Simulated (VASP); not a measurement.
Input of a VASP 6.6.1 run:

Contents of INCAR:

```
SYSTEM = Rh
PREC = Accurate
ENCUT = 520
EDIFF = 1E-6
ISMEAR = -1
SIGMA = 0.05
LREAL = .False.
LASPH = .True.
NELM = 150
ALGO = Normal
ISIF = 2
LWAVE = .False.
LCHARG = .False.
ISPIN = 2
MAGMOM = 1
LORBIT = 11
LMAXMIX = 4
GGA = RP
NBANDS = 18
```

KPOINTS

```
Automatic mesh
0
Gamma
  23 23 23
  0 0 0
```

File POSCAR:

```
Rh
1.0
    0.0000000000      1.9523765737      1.9523765737
    1.9523765737      0.0000000000      1.9523765737
    1.9523765737      1.9523765737      0.0000000000
Rh
1
Direct
    0.0000000000      0.0000000000      0.0000000000
```

Potentials or basis: VASP PAW PBE potentials, release 64 (Rh_pv).

Run with:

```bash
$ cat potpaw_PBE.64/Rh_pv/POTCAR > POTCAR
$ mpirun -np 1 vasp_std > vasp.out
```

Question: Predict the pressure.

Answer: -8.3 GPa.

Question: Estimate the net moment.

Answer: 0.00 μB per cell.

Caveat: the cell stands under tension; the PAW data sets were made with another functional, which shifts forces and pressure a little.
